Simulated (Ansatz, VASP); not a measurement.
## Two plane-wave programs on Si23BHO48

```xyz
73
Lattice="9.8316 0.0000 0.0000 -4.9158 8.5144 0.0000 0.0000 0.0000 10.8182" Properties=species:S:1:pos:R:3 pbc="T T T"
Si    2.6166    0.0355    1.7736
Si   -1.3222    2.2908    3.5836
Si    1.1323    2.0334   -0.0085
Si    2.6215   -0.0047    7.2029
Si   -1.3167    2.3440    8.9303
Si    1.0952    2.0059    5.4199
Si    0.1539    4.2945    1.8110
Si   -3.7072    6.5130    3.6184
Si   -1.3048    6.2711   -0.0323
Si   -3.7822    6.5414    9.0116
Si   -1.2689    6.1919    5.4564
Si    7.5321    0.0267    1.7773
Si    3.5804    2.3086    3.6267
Si    6.0985    2.0096   -0.0288
Si    7.5327   -0.0085    7.2072
Si    3.6099    2.2734    9.0040
Si    6.0555    1.9730    5.4059
Si    5.1077    4.2532    1.8198
Si    1.1563    6.5620    3.6014
Si    3.6329    6.2706    0.0475
Si    5.0765    4.2588    7.1944
Si    1.1996    6.5236    9.0454
Si    3.6416    6.2666    5.3905
O    -0.3270    1.6746    4.7090
O     1.1024    3.1331    1.1894
O    -0.7762    3.7089    3.0122
O     1.6187    0.6134    0.6178
O     2.1292    2.5941    4.3009
O     3.5119    1.2314    2.4073
O    -0.3290    1.8720   10.1351
O     0.8391    3.0728    6.6211
O    -0.8734    3.7132    8.1725
O     1.6960    0.6183    6.0204
O     2.1481    2.5417    9.6446
O     3.5750    1.1521    7.8314
O    -2.7463    5.9628    4.8108
O    -1.3131    7.4456    1.0994
O    -3.1704    7.9040    2.9822
O    -0.8049    4.8790    0.6340
O    -0.3059    6.7620    4.2698
O     1.1096    5.4592    2.4067
O    -2.8001    6.0334   10.2027
O    -1.3486    7.3255    6.6238
O    -3.2629    7.9426    8.3829
O    -0.7182    4.7953    6.0471
O    -0.3263    6.7046    9.5586
O     1.3267    5.3569    7.8918
O     4.5783    1.7367    4.7805
O     6.0392    3.0751    1.2011
O     4.1480    3.7012    3.0122
O     6.6277    0.5816    0.5403
O     7.0439    2.5316    4.2403
O     8.4449    1.2328    2.3543
O     4.6147    1.7803   10.1738
O     6.0091    3.0654    6.6177
O     4.0524    3.7005    8.3447
O     6.5916    0.5640    6.0067
O     7.0512    2.5873    9.6034
O     8.4723    1.1584    7.8170
O     2.1772    6.0424    4.7481
O     3.6173    7.3800    1.2355
O     1.6496    7.9756    2.9603
O     4.1748    4.8567    0.6282
O     4.6497    6.7976    4.2333
O     6.0758    5.4016    2.4304
O     2.1248    6.0620   10.3034
O     3.5842    7.3482    6.6059
O     1.6635    7.9388    8.3986
O     4.1570    4.8465    5.9910
O     4.5680    6.7812    9.6349
O     6.0114    5.4120    7.8397
B    -0.1950    3.9337    6.9825
H     2.0268    4.6982    8.0500
```

Alike in both runs: functional PBE; dispersion D3(BJ); k mesh 1 × 1 × 1; occupations gaussian, width 0.02 eV; no spin polarisation.

Ansatz relaxed the structure, and its values are those at the end. VASP's run is a single point on that final structure, the one shown.

```csv
,VASP,Ansatz
version,VASP 6.6.1,Ansatz 0.2.0
potentials or method,"VASP PAW PBE potentials, release 64 (Si, O, B, H)","scalar-relativistic, plane waves, PAW"
plane-wave cutoff (eV),520,420
valence electrons in the cell,384,384
```

```tsv
	VASP	Ansatz	Ansatz less VASP
gap on the k mesh at the Fermi level (eV)	5.66	5.66	+0.002
least direct gap on the mesh (eV)	5.66	5.66	+0.002
rms of the force components (eV/Å)	0.012	0.002	-0.0099
```
